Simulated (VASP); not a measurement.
# BaTiO3 (Cmmm) in VASP: single point with r2SCAN

Aim: the single point of BaTiO3 with r2SCAN.

All numbers are computed with VASP 6.6.1; they aren't measurements. Logs are shortened: lines on timing, memory, paths and dates and some standing lists are left out, and cuts for length are marked.

### 1 The cell of the first run

The structure is orthorhombic, space group Cmmm (No. 65). Conventional cell: a = 5.550 Å, b = 5.747 Å, c = 3.994 Å, α = 90.00°, β = 90.00°, γ = 90.00°. Ba (site symmetry mmm) has 12 O at 2.77 to 2.87 Å and 8 Ti at 3.42 to 3.50 Å within 3.7 Å. Within 2.6 Å of Ti (site symmetry mmm) lie 6 O at 2.00 Å. O (site symmetry mmm) has 2 Ti at 2.00 Å within 2.6 Å. O (site symmetry 2/m) has 2 Ti at 2.00 Å within 2.6 Å.

### 2 Single point, r2SCAN (strain +0.0350 x Voigt [0, 0, 0, 1, 0, 0])

POSCAR

```
BaTiO3
1.0
    3.9940382582      0.0000000000      0.0000000000
    0.0000000000      3.9940382582      0.0698956695
    0.0000000000      0.0698956695      3.9940382582
Ba Ti O
1 1 3
Direct
    0.5000000000      0.5000000000      0.5000000000
    0.0000000000      0.0000000000      0.0000000000
    0.5000000000      0.0000000000      0.0000000000
    0.0000000000      0.5000000000      0.0000000000
    0.0000000000      0.0000000000      0.5000000000
```

INCAR.step1

```
SYSTEM = BaTiO3
PREC     = Accurate       ! precision mode
ENCUT    = 520            ! plane-wave cutoff, eV
ISMEAR   = 0              ! smearing method
SIGMA    = 0.05           ! smearing width, eV
LREAL    = .False.        ! projectors in reciprocal space
LASPH    = .True.         ! aspherical terms in the spheres
NELM     = 80             ! most SCF steps
NBANDS   = 28             ! bands
GGA      = PE             ! functional
ALGO     = Normal         ! electronic algorithm
EDIFF    = 1E-4           ! SCF threshold, eV
LWAVE    = .True.         ! write WAVECAR
LCHARG   = .False.        ! write CHGCAR
```

INCAR.step2

```
SYSTEM = BaTiO3
PREC     = Accurate       ! precision mode
ENCUT    = 520            ! plane-wave cutoff, eV
EDIFF    = 1E-7           ! SCF threshold, eV
ISMEAR   = 0              ! smearing method
SIGMA    = 0.05           ! smearing width, eV
LREAL    = .False.        ! projectors in reciprocal space
LASPH    = .True.         ! aspherical terms in the spheres
NELM     = 80             ! most SCF steps
ALGO     = Normal         ! electronic algorithm
ISIF     = 2              ! what is computed and relaxed
LWAVE    = .False.        ! write WAVECAR
LCHARG   = .False.        ! write CHGCAR
METAGGA  = R2SCAN         ! meta-GGA
LMIXTAU  = .True.       
NBANDS   = 28             ! bands
ISTART   = 1
```

KPOINTS

```
regular mesh
0
Gamma
  8 8 8
  0 0 0
```

Potentials or basis: VASP PAW PBE potentials, release 64 (Ba_sv, Ti_sv, O).

Run with:

```sh
> cat potpaw_PBE.64/Ba_sv/POTCAR potpaw_PBE.64/Ti_sv/POTCAR potpaw_PBE.64/O/POTCAR > POTCAR
> cp INCAR.step1 INCAR
> mpirun -np 1 vasp_std > vasp.out
> cp INCAR.step2 INCAR
> mpirun -np 1 vasp_std > vasp.out
```

OUTCAR:

```text
SYSTEM = BaTiO3
   PREC = Accurate
   ENCUT = 520
   EDIFF = 1E-7
   ISMEAR = 0
   LREAL = .False.
   LASPH = .True.
   NELM = 80
   ISIF = 2
   METAGGA = R2SCAN
   ISTART = 1

 ion  position               nearest neighbor table
   1  0.500  0.500  0.500-   3 2.77   3 2.77   4 2.82   4 2.82   5 2.82   5 2.82   4 2.82   5 2.82
                             4 2.82   5 2.82   3 2.87   3 2.87   2 3.42   2 3.42   2 3.42   2 3.42
   2  0.000  0.000  0.000-   3 2.00   3 2.00   5 2.00   5 2.00   4 2.00   4 2.00   1 3.42   1 3.42
                             1 3.42   1 3.42   1 3.50   1 3.50   1 3.50   1 3.50
   3  0.500  0.000  0.000-   2 2.00   2 2.00   1 2.77   1 2.77   1 2.87   1 2.87
   4  0.000  0.500  0.000-   2 2.00   2 2.00   1 2.82   1 2.82   1 2.82   1 2.82
   5  0.000  0.000  0.500-   2 2.00   2 2.00   1 2.82   1 2.82   1 2.82   1 2.82

  LATTYP: Found a base centered orthorhombic cell.
 ALAT       =     5.5495756696
 B/A-ratio  =     1.0356234097
 C/A-ratio  =     0.7197015585

  Lattice vectors:

 A1 = (   0.0000000000,  -0.0698956695,  -3.9940382582)
 A2 = (   0.0000000000,   3.9940382582,   0.0698956695)
 A3 = (   3.9940382582,   0.0000000000,   0.0000000000)

Analysis of symmetry for initial positions (statically):
=====================================================================
 Subroutine PRICEL returns:
 Original cell was already a primitive cell.

 Routine SETGRP: Setting up the symmetry group for a
 base centered orthorhombic supercell.

 Subroutine GETGRP returns: Found  8 space group operations
 (whereof  8 operations were pure point group operations)
 out of a pool of  8 trial point group operations.

The static configuration has the point symmetry D_2h.

Analysis of symmetry for dynamics (positions and initial velocities):
=====================================================================
 Subroutine PRICEL returns:
 Original cell was already a primitive cell.

 Routine SETGRP: Setting up the symmetry group for a
 base centered orthorhombic supercell.

 Subroutine GETGRP returns: Found  8 space group operations
 (whereof  8 operations were pure point group operations)
 out of a pool of  8 trial point group operations.

The dynamic configuration has the point symmetry D_2h.

 Subroutine INISYM returns: Found  8 space group operations
 (whereof  8 operations are pure point group operations),
 and found     1 'primitive' translations

----------------------------------------------------------------------------------------

                                     Primitive cell

  volume of cell :      63.6948

  direct lattice vectors                    reciprocal lattice vectors
     3.994038258  0.000000000  0.000000000     0.250373165  0.000000000  0.000000000
     0.000000000  3.994038258  0.069895669     0.000000000  0.250449865 -0.004382873
     0.000000000  0.069895669  3.994038258     0.000000000 -0.004382873  0.250449865

  length of vectors
     3.994038258  3.994649798  3.994649798     0.250373165  0.250488213  0.250488213

  position of ions in fractional coordinates (direct lattice)
     0.500000000  0.500000000  0.500000000
     0.000000000  0.000000000  0.000000000
     0.500000000  0.000000000  0.000000000
     0.000000000  0.500000000  1.000000000
     0.000000000  1.000000000  0.500000000

  ion indices of the primitive-cell ions
   primitive index   ion index
                 1           1
                 2           2
                 3           3
                 4           4
                 5           5

----------------------------------------------------------------------------------------

 KPOINTS: regular mesh

Automatic generation of k-mesh.
 Grid dimensions read from file:
 generate k-points for:    8    8    8

 Generating k-lattice:

  Cartesian coordinates                     Fractional coordinates (reciprocal lattice)
     0.031296646  0.000000000  0.000000000     0.125000000  0.000000000  0.000000000
     0.000000000  0.031306233 -0.000547859     0.000000000  0.125000000 -0.000000000
     0.000000000 -0.000547859  0.031306233     0.000000000 -0.000000000  0.125000000

  Length of vectors
     0.031296646  0.031311027  0.031311027

  Shift w.r.t. Gamma in fractional coordinates (k-lattice)
     0.000000000  0.000000000  0.000000000

 Subroutine IBZKPT returns following result:
 ===========================================

 Found    105 irreducible k-points:

 Following reciprocal coordinates:
            Coordinates               Weight
  0.000000  0.000000  0.000000      1.000000
  0.125000  0.000000  0.000000      2.000000
  0.250000  0.000000  0.000000      2.000000
  0.375000  0.000000  0.000000      2.000000
  0.500000  0.000000  0.000000      1.000000
  0.000000  0.125000 -0.000000      4.000000
[... 16 lines left out ...]
  0.250000  0.500000 -0.000000      4.000000
  0.375000  0.500000 -0.000000      4.000000
 [... further k-points ...]
   k-points           NKPTS =    105   k-points in BZ     NKDIM =    105   number of bands    NBANDS=     28
   number of dos      NEDOS =    301   number of ions     NIONS =      5
   total plane-waves  NPLWV =  27000
   dimension x,y,z NGX =    30 NGY =   30 NGZ =   30
   dimension x,y,z NGXF=    60 NGYF=   60 NGZF=   60
   ions per type =               1   1   3
   NGX,Y,Z   is equivalent  to a cutoff of  12.49, 12.49, 12.49 a.u.
   NGXF,Y,Z  is equivalent  to a cutoff of  24.97, 24.97, 24.97 a.u.
 SYSTEM =  BaTiO3
   PREC   = accura    normal or accurate (medium, high low for compatibility)
   ISTART =      1    job   : 0-new  1-cont  2-samecut
   ICHARG =      0    charge: 1-file 2-atom 10-const
   ISPIN  =      1    spin polarized calculation?
   LNONCOLLINEAR =      F non collinear calculations
   LSORBIT =      F    spin-orbit coupling
   LASPH  =      T    aspherical Exc in radial PAW
   ENCUT  =  520.0 eV  38.22 Ry    6.18 a.u.   7.43  7.43  7.43*2*pi/ulx,y,z
   NELM   =     80;   NELMIN=  2; NELMDL=  0     # of ELM steps
   EDIFF  = 0.1E-06   stopping-criterion for ELM
   LREAL  =      F    real-space projection
   EDIFFG = 0.1E-05   stopping-criterion for IOM
   NSW    =      0    number of steps for IOM
   IBRION =     -1    ionic relax: 0-MD 1-quasi-New 2-CG
   NFREE  =      0    steps in history (QN), initial steepest desc. (CG)
   ISIF   =      2    stress and relaxation
   ISYM   =      2    0-nonsym 1-usesym 2-fastsym
   POTIM  = 0.5000    time-step for ionic-motion
   TEBEG  =    0.0;   TEEND  =   0.0 temperature during run
   PSTRESS=    0.0 pullay stress
   NELECT =      40.0000    total number of electrons
   NUPDOWN=      -1.0000    fix difference up-down
   EMIN   =  10.00;   EMAX   =-10.00  energy-range for DOS
   EFERMI =   0.00;   METHOD = LEGACY
   ISMEAR =     0;   SIGMA  =   0.05  broadening in eV -4-tet -1-fermi 0-gaus
   EFERMI_NEDOS =   21; number of points for ismear=-14 and -15
   IALGO  =     38    algorithm
   IMIX   =      4    mixing-type and parameters
     AMIX     =   0.40;   BMIX     =  1.00
     AMIX_MAG =   1.60;   BMIX_MAG =  1.00
  volume/ion in A,a.u.               =      12.74        85.97
  Fermi-wavevector in a.u.,A,eV,Ry     =   1.401932  2.649267 26.741072  1.965413
  Thomas-Fermi vector in A             =   2.524744
   LORBIT       =      0    0 simple, 1 ext, 2 COOP (PROOUT), +10 PAW based schemes
   METAGGA = R2SCAN    functional components
   LHFCALC =     F    Hartree Fock is set to
   AEXX    =    0.0000 exact exchange contribution
   IVDW    =     0    specifies the selected vdW correction
   LEPSILON=     F    determine dielectric tensor
   LRPA    =     F    only Hartree local field effects (RPA)
 non-spin polarized calculation
 Gauss-broadening in eV      SIGMA  =   0.05
  energy-cutoff  :      520.00
  volume of cell :       63.69
 maximum number of plane-waves:      1745
 NGX is ok and might be reduce to    30
   NGX = 15   NGY = 15   NGZ = 15

 number of electron      39.9999973 magnetization

 Free energy of the ion-electron system (eV)
  ---------------------------------------------------
  ext. energy  EPLUGINS =         0.00000000
  ---------------------------------------------------
  free energy    TOTEN  =       -74.19689237 eV

  energy without entropy =      -74.19689237  energy(sigma->0) =      -74.19689237

 E-fermi :   3.9728     XC(G=0): -11.9569

 val. band max:        3.6109496004   @ k =   0.5000   0.5000   0.5000
 cond. band min:       5.6662186362   @ k =   0.0000   0.0000   0.0000
 fundamental gap:      2.0552690358
 Fermi energy:         3.9727565421

 k-point     1 :       0.0000    0.0000    0.0000
  band No.  band energies     occupation
      1     -55.2700      2.00000
      2     -30.4478      2.00000
      3     -30.4327      2.00000
      4     -30.4154      2.00000
      5     -21.8726      2.00000
      6     -14.2909      2.00000
[... 20 lines left out ...]
     27       9.2007      0.00000
     28      11.9357      0.00000

 k-point     2 :       0.1250    0.0000    0.0000
  band No.  band energies     occupation
      1     -55.2698      2.00000
      2     -30.4475      2.00000
      3     -30.4416      2.00000
      4     -30.4151      2.00000
      5     -21.8534      2.00000
      6     -14.2993      2.00000
[... 20 lines left out ...]
     27       9.5166      0.00000
     28      12.2941      0.00000

 k-point     3 :       0.2500    0.0000    0.0000
  band No.  band energies     occupation
      1     -55.2694      2.00000
      2     -30.4627      2.00000
      3     -30.4467      2.00000
      4     -30.4143      2.00000
      5     -21.8064      2.00000
      6     -14.3690      2.00000
[... 20 lines left out ...]
     27      10.3547      0.00000
     28      12.6567      0.00000

 k-point     4 :       0.3750    0.0000    0.0000
  band No.  band energies     occupation
      1     -55.2690      2.00000
      2     -30.4838      2.00000
      3     -30.4459      2.00000
      4     -30.4136      2.00000
      5     -21.7583      2.00000
      6     -14.4797      2.00000
[... 578 lines left out ...]
     27      12.1689      0.00000
     28      12.7420      0.00000

 k-point    23 :       0.2500    0.5000   -0.0000
  band No.  band energies     occupation
      1     -55.2682      2.00000
      2     -30.4930      2.00000
      3     -30.4600      2.00000
      4     -30.4249      2.00000
      5     -21.6961      2.00000
      6     -14.2764      2.00000
[... 20 lines left out ...]
     27      12.9245      0.00000
     28      13.0261      0.00000

 k-point    24 :       0.3750    0.5000   -0.0000
  band No.  band energies     occupation
      1     -55.2678      2.00000
      2     -30.4918      2.00000
      3     -30.4806      2.00000
      4     -30.4242      2.00000
      5     -21.6662      2.00000
      6     -14.0717      2.00000
[... 20 lines left out ...]
     27      12.3546      0.00000
     28      13.9682      0.00000

 [... further k-points ...]

------------------------ aborting loop because EDIFF is reached ----------------------------------------

  FORCE on cell =-STRESS in cart. coord.  units (eV):
  Direction    XX          YY          ZZ          XY          YZ          ZX
  --------------------------------------------------------------------------------------
  -------------------------------------------------------------------------------------
  Total        0.8202198      0.8606408      0.8606408      0.0000000     -1.9067778      0.0000000
  in kB       20.6318035     21.6485541     21.6485541      0.0000000    -47.9630770      0.0000000
  external PRESSURE =      21.3096372 kB  Pullay stress =       0.0000000 kB

 VOLUME and BASIS-vectors are now :
 -----------------------------------------------------------------------------
  energy-cutoff  :      520.00
  volume of cell :       63.69
      direct lattice vectors                 reciprocal lattice vectors
     3.994038258  0.000000000  0.000000000     0.250373165  0.000000000  0.000000000
     0.000000000  3.994038258  0.069895669     0.000000000  0.250449865 -0.004382873
     0.000000000  0.069895669  3.994038258     0.000000000 -0.004382873  0.250449865

 POSITION                                       TOTAL-FORCE (eV/Angst)
 -----------------------------------------------------------------------------------
      1.99702      2.03197      2.03197         0.000000     -0.000000      0.000000
      0.00000      0.00000      0.00000         0.000000     -0.000000      0.000000
      1.99702      0.00000      0.00000         0.000000      0.000000      0.000000
      0.00000      1.99702      0.03495         0.000000     -0.000000      0.000000
      0.00000      0.03495      1.99702         0.000000     -0.000000      0.000000
 -----------------------------------------------------------------------------------
    total drift:                                0.000000     -0.000000      0.000000

  FREE ENERGIE OF THE ION-ELECTRON SYSTEM (eV)
  ---------------------------------------------------
  free  energy   TOTEN  =       -74.1968923702 eV

  energy  without entropy=      -74.1968923702  energy(sigma->0) =      -74.19689237
```

Wall time 7.6 min (1 thread of Intel Xeon 6975P-C (Granite Rapids), shared host); peak memory 0.31 GiB.

Results:

```yaml
Free_energy: -74.1969 eV
Pressure: 2.1 GPa
Band_gap_on_the_k_mesh: 2.06 eV (least direct gap 2.12 eV)
```

Caveat: the cell differs from its parent crystal (strain +0.0350 x Voigt [0, 0, 0, 1, 0, 0]); the PAW data sets were made with another functional, which shifts forces and pressure a little; spin-orbit coupling is left out, which moves the levels of the heavy elements. A k mesh can miss the band edges.
